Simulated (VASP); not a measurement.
# SrCl2 (P-1) in VASP: single point with PBEsol

Aim: the single point of SrCl2 with PBEsol.

Program: VASP 6.6.1. These are calculated values, not measurements. Logs are shortened: lines on timing, memory, paths and dates and some standing lists are left out, and cuts for length are marked.

**1. The cell of the first run**

The typed cell holds 3 atoms: a = 4.929 Å, b = 4.929 Å, c = 4.929 Å, α = 60.00°, β = 60.00°, γ = 60.00°.

**2. Single point, PBEsol (atoms displaced along a vibrational mode)**

INCAR reads:

```
SYSTEM = SrCl2
ALGO = Normal ; EDIFF = 1E-7
ENCUT = 520 ; GGA = PS
ISIF = 2 ; ISMEAR = 0
LASPH = .True. ; LCHARG = .False.
LREAL = .False. ; LWAVE = .False.
NBANDS = 19 ; NELM = 80
PREC = Accurate ; SIGMA = 0.05
```

KPOINTS reads:

```
k-points
0
Gamma
  6 6 6
  0 0 0
```

POSCAR reads:

```
SrCl2
1.0
    0.0000000000      3.4855000000      3.4855000000
    3.4855000000      0.0000000000      3.4855000000
    3.4855000000      3.4855000000      0.0000000000
Sr Cl
1 2
Direct
    0.0000000000      0.0000000000      0.0000000000
    0.2530995422      0.2764257086      0.2089976312
    0.7469004578      0.7235742914      0.7910023688
```

Potentials or basis: VASP PAW PBE potentials, release 64 (Sr_sv, Cl).

Launch:

```
$ cat potpaw_PBE.64/Sr_sv/POTCAR potpaw_PBE.64/Cl/POTCAR > POTCAR
$ mpirun -np 1 vasp_std > vasp.out
```

OUTCAR:

```text
SYSTEM = SrCl2
   EDIFF = 1E-7
   ENCUT = 520
   GGA = PS
   ISIF = 2
   ISMEAR = 0
   LASPH = .True.
   LREAL = .False.
   NELM = 80
   PREC = Accurate

 ion  position               nearest neighbor table
   1  0.000  0.000  0.000-   3 2.92   2 2.92   3 2.98   2 2.98   3 3.01   2 3.01   3 3.18   2 3.18

   2  0.253  0.276  0.209-   1 2.92   1 2.98   1 3.01   1 3.18
   3  0.747  0.724  0.791-   1 2.92   1 2.98   1 3.01   1 3.18

  LATTYP: Found a face centered cubic cell.
 ALAT       =     6.9710000000

  Lattice vectors:

 A1 = (   0.0000000000,   3.4855000000,   3.4855000000)
 A2 = (   3.4855000000,   0.0000000000,   3.4855000000)
 A3 = (   3.4855000000,   3.4855000000,   0.0000000000)

Analysis of symmetry for initial positions (statically):
=====================================================================
 Subroutine PRICEL returns:
 Original cell was already a primitive cell.

 Routine SETGRP: Setting up the symmetry group for a
 face centered cubic supercell.

 Subroutine GETGRP returns: Found  2 space group operations
 (whereof  2 operations were pure point group operations)
 out of a pool of 48 trial point group operations.

The static configuration has the point symmetry S_2 .

Analysis of symmetry for dynamics (positions and initial velocities):
=====================================================================
 Subroutine PRICEL returns:
 Original cell was already a primitive cell.

 Routine SETGRP: Setting up the symmetry group for a
 face centered cubic supercell.

 Subroutine GETGRP returns: Found  2 space group operations
 (whereof  2 operations were pure point group operations)
 out of a pool of 48 trial point group operations.

The dynamic configuration has the point symmetry S_2 .

 Subroutine INISYM returns: Found  2 space group operations
 (whereof  2 operations are pure point group operations),
 and found     1 'primitive' translations

----------------------------------------------------------------------------------------

                                     Primitive cell

  volume of cell :      84.6887

  direct lattice vectors                    reciprocal lattice vectors
     0.000000000  3.485500000  3.485500000    -0.143451442  0.143451442  0.143451442
     3.485500000  0.000000000  3.485500000     0.143451442 -0.143451442  0.143451442
     3.485500000  3.485500000  0.000000000     0.143451442  0.143451442 -0.143451442

  length of vectors
     4.929241372  4.929241372  4.929241372     0.248465185  0.248465185  0.248465185

  position of ions in fractional coordinates (direct lattice)
     0.000000000  0.000000000  0.000000000
     0.253099542  0.276425709  0.208997631
     0.746900458  0.723574291  0.791002369

  ion indices of the primitive-cell ions
   primitive index   ion index
                 1           1
                 2           2
                 3           3

----------------------------------------------------------------------------------------

 KPOINTS: k-points

Automatic generation of k-mesh.
 Grid dimensions read from file:
 generate k-points for:    6    6    6

 Generating k-lattice:

  Cartesian coordinates                     Fractional coordinates (reciprocal lattice)
    -0.023908574  0.023908574  0.023908574     0.166666667  0.000000000  0.000000000
     0.023908574 -0.023908574  0.023908574     0.000000000  0.166666667  0.000000000
     0.023908574  0.023908574 -0.023908574     0.000000000  0.000000000  0.166666667

  Length of vectors
     0.041410864  0.041410864  0.041410864

  Shift w.r.t. Gamma in fractional coordinates (k-lattice)
     0.000000000  0.000000000  0.000000000

 Subroutine IBZKPT returns following result:
 ===========================================

 Found    112 irreducible k-points:

 Following reciprocal coordinates:
            Coordinates               Weight
  0.000000  0.000000  0.000000      1.000000
  0.166667  0.000000  0.000000      2.000000
  0.000000  0.166667  0.000000      2.000000
  0.000000  0.000000  0.166667      2.000000
  0.166667  0.166667  0.166667      2.000000
  0.333333  0.000000  0.000000      2.000000
[... 16 lines left out ...]
  0.166667 -0.166667 -0.166667      2.000000
  0.333333  0.333333  0.166667      2.000000
 [... further k-points ...]
   k-points           NKPTS =    112   k-points in BZ     NKDIM =    112   number of bands    NBANDS=     19
   number of dos      NEDOS =    301   number of ions     NIONS =      3
   total plane-waves  NPLWV =  64000
   dimension x,y,z NGX =    40 NGY =   40 NGZ =   40
   dimension x,y,z NGXF=    80 NGYF=   80 NGZF=   80
   ions per type =               1   2
   NGX,Y,Z   is equivalent  to a cutoff of  13.49, 13.49, 13.49 a.u.
   NGXF,Y,Z  is equivalent  to a cutoff of  26.98, 26.98, 26.98 a.u.
 SYSTEM =  SrCl2
   PREC   = accura    normal or accurate (medium, high low for compatibility)
   ISTART =      0    job   : 0-new  1-cont  2-samecut
   ICHARG =      2    charge: 1-file 2-atom 10-const
   ISPIN  =      1    spin polarized calculation?
   LNONCOLLINEAR =      F non collinear calculations
   LSORBIT =      F    spin-orbit coupling
   LASPH  =      T    aspherical Exc in radial PAW
   ENCUT  =  520.0 eV  38.22 Ry    6.18 a.u.   9.17  9.17  9.17*2*pi/ulx,y,z
   NELM   =     80;   NELMIN=  2; NELMDL= -5     # of ELM steps
   EDIFF  = 0.1E-06   stopping-criterion for ELM
   LREAL  =      F    real-space projection
   EDIFFG = 0.1E-05   stopping-criterion for IOM
   NSW    =      0    number of steps for IOM
   IBRION =     -1    ionic relax: 0-MD 1-quasi-New 2-CG
   NFREE  =      0    steps in history (QN), initial steepest desc. (CG)
   ISIF   =      2    stress and relaxation
   ISYM   =      2    0-nonsym 1-usesym 2-fastsym
   POTIM  = 0.5000    time-step for ionic-motion
   TEBEG  =    0.0;   TEEND  =   0.0 temperature during run
   PSTRESS=    0.0 pullay stress
   NELECT =      24.0000    total number of electrons
   NUPDOWN=      -1.0000    fix difference up-down
   EMIN   =  10.00;   EMAX   =-10.00  energy-range for DOS
   EFERMI =   0.00;   METHOD = LEGACY
   ISMEAR =     0;   SIGMA  =   0.05  broadening in eV -4-tet -1-fermi 0-gaus
   EFERMI_NEDOS =   21; number of points for ismear=-14 and -15
   IALGO  =     38    algorithm
   IMIX   =      4    mixing-type and parameters
     AMIX     =   0.40;   BMIX     =  1.00
     AMIX_MAG =   1.60;   BMIX_MAG =  1.00
  volume/ion in A,a.u.               =      28.23       190.50
  Fermi-wavevector in a.u.,A,eV,Ry     =   1.075318  2.032056 15.732530  1.156308
  Thomas-Fermi vector in A             =   2.211171
   LORBIT       =      0    0 simple, 1 ext, 2 COOP (PROOUT), +10 PAW based schemes
   GGA     = PS    functional components
   LHFCALC =     F    Hartree Fock is set to
   AEXX    =    0.0000 exact exchange contribution
   IVDW    =     0    specifies the selected vdW correction
   LEPSILON=     F    determine dielectric tensor
   LRPA    =     F    only Hartree local field effects (RPA)
 non-spin polarized calculation
 Gauss-broadening in eV      SIGMA  =   0.05
  energy-cutoff  :      520.00
  volume of cell :       84.69
 maximum number of plane-waves:      2301
 NGX is ok and might be reduce to    40
   NGX = 19   NGY = 19   NGZ = 19

 number of electron      24.0000001 magnetization

 Free energy of the ion-electron system (eV)
  ---------------------------------------------------
  ext. energy  EPLUGINS =         0.00000000
  ---------------------------------------------------
  free energy    TOTEN  =       -13.22602842 eV

  energy without entropy =      -13.22602842  energy(sigma->0) =      -13.22602842

 E-fermi :   0.4945     XC(G=0):  -8.4920

 val. band max:        0.1717404426   @ k =   0.5000   0.0000   0.5000
 cond. band min:       5.1787307764   @ k =   0.0000   0.0000   0.0000
 fundamental gap:      5.0069903339
 Fermi energy:         0.4945127447

 k-point     1 :       0.0000    0.0000    0.0000
  band No.  band energies     occupation
      1     -32.6781      2.00000
      2     -14.7133      2.00000
      3     -14.7035      2.00000
      4     -14.6966      2.00000
      5     -13.2317      2.00000
      6     -12.2827      2.00000
[... 11 lines left out ...]
     18       9.0274      0.00000
     19       9.1668      0.00000

 k-point     2 :       0.1667    0.0000    0.0000
  band No.  band energies     occupation
      1     -32.6772      2.00000
      2     -14.8010      2.00000
      3     -14.7156      2.00000
      4     -14.7060      2.00000
      5     -13.0622      2.00000
      6     -12.3450      2.00000
[... 11 lines left out ...]
     18       8.9557      0.00000
     19       9.6942      0.00000

 k-point     3 :       0.0000    0.1667    0.0000
  band No.  band energies     occupation
      1     -32.6772      2.00000
      2     -14.8304      2.00000
      3     -14.7129      2.00000
      4     -14.7012      2.00000
      5     -13.0241      2.00000
      6     -12.3558      2.00000
[... 11 lines left out ...]
     18       8.6835      0.00000
     19       9.7869      0.00000

 k-point     4 :       0.0000    0.0000    0.1667
  band No.  band energies     occupation
      1     -32.6774      2.00000
      2     -14.7773      2.00000
      3     -14.7075      2.00000
      4     -14.6997      2.00000
      5     -13.1316      2.00000
      6     -12.3183      2.00000
[... 407 lines left out ...]
     18       8.5375      0.00000
     19       9.5125      0.00000

 k-point    23 :       0.1667   -0.1667   -0.1667
  band No.  band energies     occupation
      1     -32.6755      2.00000
      2     -14.9401      2.00000
      3     -14.7381      2.00000
      4     -14.7245      2.00000
      5     -12.7674      2.00000
      6     -12.4473      2.00000
[... 11 lines left out ...]
     18       8.6314      0.00000
     19       9.4521      0.00000

 k-point    24 :       0.3333    0.3333    0.1667
  band No.  band energies     occupation
      1     -32.6754      2.00000
      2     -14.9753      2.00000
      3     -14.7250      2.00000
      4     -14.7191      2.00000
      5     -12.7413      2.00000
      6     -12.4516      2.00000
[... 11 lines left out ...]
     18       8.7662      0.00000
     19       9.4316      0.00000

 [... further k-points ...]

------------------------ aborting loop because EDIFF is reached ----------------------------------------

  FORCE on cell =-STRESS in cart. coord.  units (eV):
  Direction    XX          YY          ZZ          XY          YZ          ZX
  --------------------------------------------------------------------------------------
  -------------------------------------------------------------------------------------
  Total       -0.2748884      0.0037658     -0.1300018     -0.4496224      0.1820524      0.5850374
  in kB       -5.2004597      0.0712439     -2.4594320     -8.5061550      3.4441468     11.0679956
  external PRESSURE =      -2.5295493 kB  Pullay stress =       0.0000000 kB

 VOLUME and BASIS-vectors are now :
 -----------------------------------------------------------------------------
  energy-cutoff  :      520.00
  volume of cell :       84.69
      direct lattice vectors                 reciprocal lattice vectors
     0.000000000  3.485500000  3.485500000    -0.143451442  0.143451442  0.143451442
     3.485500000  0.000000000  3.485500000     0.143451442 -0.143451442  0.143451442
     3.485500000  3.485500000  0.000000000     0.143451442  0.143451442 -0.143451442

 POSITION                                       TOTAL-FORCE (eV/Angst)
 -----------------------------------------------------------------------------------
      0.00000      0.00000      0.00000         0.000000      0.000000      0.000000
      1.69194      1.61064      1.84566         0.099769      0.505681     -0.363072
      5.27906      5.36036      5.12534        -0.099769     -0.505681      0.363072
 -----------------------------------------------------------------------------------
    total drift:                                0.000000      0.000000     -0.000000

  FREE ENERGIE OF THE ION-ELECTRON SYSTEM (eV)
  ---------------------------------------------------
  free  energy   TOTEN  =       -13.2260284181 eV

  energy  without entropy=      -13.2260284181  energy(sigma->0) =      -13.22602842
```

Run time: 6.1 min. Hardware: 1 thread of Oxide Virtual Turin-like, shared host; peak memory 0.31 GiB.

Results:

```yaml
Free_energy: -13.2260 eV
Pressure: -0.3 GPa
Largest_force: 0.630 eV/Å
Band_gap_on_the_k_mesh: 5.01 eV (least direct gap 5.31 eV)
```

Forces in eV/Å, atoms in the order of the input:
```
Sr   0.000  0.000  0.000
Cl   0.100  0.506 -0.363
Cl  -0.100 -0.506  0.363
```

Stress tensor (GPa, compression positive):
```
-0.52 -0.85  1.11
-0.85  0.01  0.34
 1.11  0.34 -0.25
```

Levels at points of the mesh, in eV from the valence-band top:
```tsv
k point	band 8	band 9	band 10	band 11	band 12	band 13	band 14	band 15	band 16	band 17
(0.00, 0.00, 0.00)	-2.35	-2.05	-0.49	-0.39	-0.30	5.01	5.91	5.94	8.80	8.84
(0.50, 0.00, 0.00)	-1.52	-1.52	-1.39	-1.34	-0.76	6.27	6.70	7.32	7.52	7.90
(0.00, 0.50, 0.00)	-1.56	-1.47	-1.40	-1.23	-0.97	6.30	6.62	7.11	7.40	7.93
(0.00, 0.00, 0.50)	-1.96	-1.55	-1.35	-0.95	-0.75	6.53	6.69	7.57	7.96	8.42
(0.50, 0.50, 0.50)	-1.56	-1.55	-1.36	-1.26	-0.83	6.27	6.68	7.25	7.47	7.91
(0.50, 0.50, 0.00)	-2.03	-1.95	-0.57	-0.39	-0.03	5.37	6.81	7.37	7.66	8.15
(0.00, 0.50, 0.50)	-2.06	-1.94	-0.53	-0.42	-0.06	5.41	6.85	7.36	7.71	8.03
(0.50, 0.00, 0.50)	-2.00	-1.97	-0.60	-0.37	0.00	5.34	6.78	7.39	7.61	8.24
```

Caveat: the cell differs from its parent crystal (atoms displaced along a vibrational mode); the PAW data sets were made with another functional, which shifts forces and pressure a little.
